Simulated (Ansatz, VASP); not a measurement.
## Ga5N in VASP and in Ansatz

```
Ga N
1.0
     5.01150    0.00000    0.00000
    -2.50575    4.34009    0.00000
     0.00000    0.00000    4.57433
Ga N
5 1
Cartesian
  1.7422 3.0176 0.0000
  0.0000 2.8934 2.2872
  -0.7635 1.3225 0.0000
  1.5271 0.0000 0.0000
  2.5058 1.4467 2.2872
  0.0000 0.0000 2.2872
```

Change from the starting cell: species swapped into the MgPd5 type (P-62m, No. 189).

Alike in both runs: functional PBE; k mesh 6 × 6 × 4; occupations gaussian, width 0.1 eV; no spin polarisation.

Ansatz relaxed the structure, and its values are those at the end. VASP's run is a single point on that final structure, the one shown.

```csv
,VASP,Ansatz
version,VASP 6.6.1,Ansatz 0.2.0
potentials or method,"VASP PAW PBE potentials, release 64 (Ga_d, N), cutoff 520 eV","scalar-relativistic, plane waves, PAW"
valence electrons in the cell,70,70
```

|  | VASP | Ansatz | Ansatz less VASP |
| --- | --- | --- | --- |
| gap on the k mesh at the Fermi level (eV) | none | none | - |
| pressure (GPa) | 0.0 | -0.1 | -0.09 |
| rms of the force components (eV/Å) | 0.003 | 0.001 | -0.0027 |

A gap of «none» marks a metal or a gap that the smearing closes.
